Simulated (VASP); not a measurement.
Crystal: ZnS.

```
CELL_PARAMETERS angstrom
0.00000 2.64684 2.64684
2.64684 0.00000 2.64684
2.64684 2.64684 0.00000
ATOMIC_POSITIONS crystal
Zn 0.75000 0.75000 0.75000
S 0.00000 0.00000 0.00000
```

Base run:

```yaml
Program: VASP 6.6.1
Functional: r2SCAN
Potentials_or_basis: VASP PAW PBE potentials, release 64 (Zn, S)
Cutoff: 520 eV
k_mesh: 9 × 9 × 9
Occupations: fermi-dirac, width 0.05 eV
Spin: no spin polarisation
```

Its results: band gap on the k mesh 2.97 eV, direct; pressure 4.7 GPa.

Problem. The run is repeated on the same cell with these changes: dispersion from none to D4. What comes out?

Solution. Band gap on the k mesh 2.97 eV, direct; pressure 3.8 GPa.

Dispersion adds attraction, which lowers the pressure at fixed volume and, as a term added to the energy, leaves the levels alone.

Caveats: the PAW data sets were made with another functional, which shifts forces and pressure a little.

